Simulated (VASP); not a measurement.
A run of VASP 6.6.1 is set up as follows.

The input INCAR:

```
PREC     = Accurate       # precision mode
ENCUT    = 600            # plane-wave cutoff, eV
EDIFF    = 1E-6           # SCF threshold, eV
ISMEAR   = 0              # smearing method
SIGMA    = 0.02           # smearing width, eV
LREAL    = F              # projectors in reciprocal space
LASPH    = T              # aspherical terms in the spheres
NELM     = 100            # most SCF steps
ALGO     = Normal         # electronic algorithm
ISIF     = 3              # what is computed and relaxed
LWAVE    = F              # write WAVECAR
LCHARG   = F              # write CHGCAR
GGA      = PE             # functional
IBRION   = 2              # ionic algorithm
NSW      = 100            # ionic steps
EDIFFG   = -0.005         # ionic threshold
```

KPOINTS

```
Automatic mesh
0
Gamma
  12 12 4
```

File POSCAR:

```
PtSe2
1.0
    3.7535431150      0.0000000000      0.0000000000
   -1.8767715575      3.2506636918      0.0000000000
    0.0000000000      0.0000000000      6.3048686178
Pt Se
1 2
Direct
    0.0000000000      0.0000000000      0.0000000000
    0.6666666667      0.3333333333      0.7929271711
    0.3333333333      0.6666666667      0.2070728289
```

Potentials or basis: VASP PAW PBE potentials, release 64 (Pt, Se).

Run with:

```sh
$ cat potpaw_PBE.64/Pt/POTCAR potpaw_PBE.64/Se/POTCAR > POTCAR
$ mpirun -np 1 vasp_std > vasp.out
```

What does it give for the relaxed volume?

26.28 Å³/atom.

What does it give for the band gap on the k mesh?

0.85 eV (least direct gap 1.01 eV).

Predict the space group after relaxing (to 0.1 Å).

P-3m1 (No. 164).

What does it give for the relaxed cell?

a = 3.751 Å, b = 3.751 Å, c = 6.469 Å, α = 90.00°, β = 90.00°, γ = 120.00°.

The path:
| step | energy change (eV) | largest force (eV/Å) | pressure (GPa) | volume (Å³) |
| --- | --- | --- | --- | --- |
| 1 | 0.0000 | 0.0037 | 0.00 | 76.93 |
| 2 | 0.0000 | 0.0037 | 0.01 | 76.93 |
| 3 | 0.0000 | 0.0038 | 0.05 | 76.95 |
| 4 | 0.0000 | 0.0060 | 0.04 | 76.97 |
| 5 | 0.0000 | 0.0128 | -0.01 | 77.03 |
| 6 | 0.0000 | 0.0150 | -0.01 | 77.05 |
| 7 | 0.0000 | 0.0188 | -0.03 | 77.08 |
| 8 | 0.0000 | 0.0168 | -0.02 | 77.06 |
| 9 | 0.0000 | 0.0167 | -0.02 | 77.08 |
| 10 | -0.0001 | 0.0167 | -0.03 | 77.13 |
| 11 | -0.0001 | 0.0171 | -0.04 | 77.24 |
| 12 | -0.0002 | 0.0180 | -0.03 | 77.45 |
| 13 | -0.0003 | 0.0191 | -0.04 | 77.88 |
| 14 | -0.0004 | 0.0197 | -0.05 | 78.74 |
| 15 | 0.0000 | 0.0611 | 0.39 | 78.71 |
| 16 | -0.0004 | 0.0024 | 0.04 | 78.74 |
| 17 | -0.0004 | 0.0075 | -0.01 | 78.93 |
| 18 | -0.0004 | 0.0021 | 0.02 | 78.83 |

Caveat: spin-orbit coupling is left out, which moves the levels of the heavy elements; this functional lacks dispersion, which binds the layers, so the pressure and a relaxed spacing across them are unreliable. A k mesh can miss the band edges.
